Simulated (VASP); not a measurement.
Input of a VASP 6.6.1 run:

File INCAR:

```
PREC = Accurate
ENCUT = 600
EDIFF = 1E-6
ISMEAR = 0
SIGMA = 0.1
LREAL = False
LASPH = True
NELM = 80
ALGO = Normal
ISIF = 3
LWAVE = False
LCHARG = False
GGA = PE
IBRION = 2
NSW = 90
EDIFFG = -0.04
```

File KPOINTS:

```
Automatic mesh
0
Gamma
  4 4 4
```

POSCAR

```
Cs4Ti
1.0
    6.2470064900      0.0000000000      0.0000000000
    0.0000000000      6.2470064900      0.0000000000
    0.0000000000      0.0000000000      6.2470064900
Cs Ti
4 1
Direct
    0.2500000000      0.2500000000      0.2500000000
    0.7500000000      0.7500000000      0.2500000000
    0.2500000000      0.7500000000      0.7500000000
    0.7500000000      0.2500000000      0.7500000000
    0.0000000000      0.0000000000      0.0000000000
```

Potentials or basis: VASP PAW PBE potentials, release 64 (Cs_sv, Ti_sv).

Command:

```console
$ cat potpaw_PBE.64/Cs_sv/POTCAR potpaw_PBE.64/Ti_sv/POTCAR > POTCAR
$ mpirun -np 1 vasp_std > vasp.out
```

Q: Predict the relaxed cell.

A: a = 7.899 Å, b = 7.899 Å, c = 7.899 Å, α = 90.00°, β = 90.00°, γ = 90.00°.

Q: Predict the relaxed volume.

A: 98.55 Å³/atom.

Q: What does it give for the band gap on the k mesh?

A: Zero (bands 24 and 25 overlap by 0.06 eV).

Q: Predict the space group after relaxing (to 0.1 Å).

A: P-43m (No. 215).

The path:
```
step  energy change (eV)  largest force (eV/Å)  pressure (GPa)  volume (Å³)
   1              0.0000                1.0652            2.80       243.79
   2             -0.6917                0.8860            2.20       275.12
   3             -1.8496                0.2023            0.59       384.99
   4             -1.5245                0.2257           -0.34       685.28
   5             -1.9139                0.1187           -0.67       517.55
   6             -1.9878                0.0257            0.14       438.52
   7             -1.9937                0.0511            0.07       450.10
   8             -1.9946                0.0620            0.07       455.21
   9             -1.9820                0.1164           -0.07       485.71
  10             -1.9944                0.0733            0.03       460.56
  11             -1.9968                0.0662            0.03       463.72
  12             -2.0016                0.0441            0.01       473.27
  13             -2.0017                0.0051           -0.05       492.76
```

Caveat: the volume moved by over 15 % at a fixed basis, so the end points are rough; the highest band is partly filled, so the run has too few bands; spin-orbit coupling is left out, which moves the levels of the heavy elements.
